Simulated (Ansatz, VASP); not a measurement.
# KCl: VASP beside Ansatz

```
CELL_PARAMETERS angstrom
3.63400 0.00000 0.00000
0.00000 3.63400 0.00000
0.00000 0.00000 3.63400
ATOMIC_POSITIONS crystal
K 0.00000 0.00000 0.00000
Cl 0.50000 0.50000 0.50000
```

Alike in both runs: task electric field gradients; functional PBE; k mesh 7 × 7 × 7; occupations fermi-dirac, width 0.02 eV; no spin polarisation.

```csv
,VASP,Ansatz
version,VASP 6.6.1,Ansatz 0.2.0
potentials or method,"VASP PAW PBE potentials, release 64 (K_sv, Cl), cutoff 520 eV","all-electron PAW with datasets made for the crystal, scalar-relativistic"
```

|  | VASP | Ansatz | Ansatz less VASP |
| --- | --- | --- | --- |
| gap on the k mesh at the Fermi level (eV) | 5.61 | 5.61 | +0.002 |
| pressure (GPa) | 4.5 | 4.5 | -0.06 |

Ansatz ran all-electron here, and VASP with PAW potentials.
